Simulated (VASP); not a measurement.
A run of VASP 6.6.1 is set up as follows.

File INCAR:

```
  PREC = Accurate
  ENCUT = 520
  EDIFF = 1E-6
  ISMEAR = 0
  SIGMA = 0.02
  LREAL = False
  LASPH = True
  NELM = 60
  ALGO = Normal
  ISIF = 2
  LWAVE = False
  LCHARG = False
  LDIPOL = True
  IDIPOL = 3
  DIPOL = 0.5 0.5 0.500
  GGA = PE
  IVDW = 12
  NBANDS = 20
```

KPOINTS

```
regular mesh
0
Gamma
  9 9 1
```

The input POSCAR:

```
WSe2
1.0
    3.4170000000      0.0000000000      0.0000000000
   -1.7085000000      2.9592088047      0.0000000000
    0.0000000000      0.0000000000     32.7373831004
Se W
2 1
Direct
    0.3333333333      0.6666666667      0.4485450625
    0.3333333333      0.6666666667      0.5514549375
    0.6666666667      0.3333333333      0.5000000000
```

Potentials or basis: VASP PAW PBE potentials, release 64 (Se, W_sv).

Command:

```console
$ cat potpaw_PBE.64/Se/POTCAR potpaw_PBE.64/W_sv/POTCAR > POTCAR
$ mpirun -np 1 vasp_std > vasp.out
```

(1) What does it give for the dispersion energy per atom?

(2) Predict the band gap on the k mesh.

(3) Estimate the largest force.

Answers

(1) -0.311 eV.

(2) 1.30 eV.

(3) 0.706 eV/Å.

Caveat: spin-orbit coupling is left out, which moves the levels of the heavy elements.
